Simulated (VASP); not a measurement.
A run of VASP 6.6.1:

The input INCAR:

```
ALGO     = Normal         # electronic algorithm
EDIFF    = 1E-6           # SCF threshold, eV
ENCUT    = 520            # plane-wave cutoff, eV
GGA      = PE             # functional
ISIF     = 2              # what is computed and relaxed
ISMEAR   = 0              # smearing method
LASPH    = True           # aspherical terms in the spheres
LCHARG   = False          # write CHGCAR
LREAL    = False          # projectors in reciprocal space
LWAVE    = False          # write WAVECAR
NBANDS   = 17             # bands
NELM     = 100            # most SCF steps
PREC     = Accurate       # precision mode
SIGMA    = 0.1            # smearing width, eV
```

Contents of KPOINTS:

```
k-points
0
Gamma
  6 6 6
```

Contents of POSCAR:

```
CuH5
1.0
    0.0000000000      2.9589033700      2.9589033700
    2.9589033700      0.0000000000      2.9589033700
    2.9589033700      2.9589033700      0.0000000000
Cu H
1 5
Direct
    0.0000000000      0.0000000000      0.0000000000
    0.1250000000      0.6250000000      0.6250000000
    0.6250000000      0.6250000000      0.6250000000
    0.6250000000      0.1250000000      0.6250000000
    0.6250000000      0.6250000000      0.1250000000
    0.2500000000      0.2500000000      0.2500000000
```

Potentials or basis: VASP PAW PBE potentials, release 64 (Cu, H).

The run is started by

```sh
$ cat potpaw_PBE.64/Cu/POTCAR potpaw_PBE.64/H/POTCAR > POTCAR
$ mpirun -np 1 vasp_std > vasp.out
```

Hardware: 1 thread of Intel(R) Xeon(R) Platinum 8259CL CPU @ 2.50GHz (Skylake/Cascade Lake) (shared host).

Estimate the wall time of this run.

Wall time 21 s on 1 thread of Intel(R) Xeon(R) Platinum 8259CL CPU @ 2.50GHz (Skylake/Cascade Lake) (shared host), peak memory 0.17 GiB. Counts: scf iterations 19, k points 16.
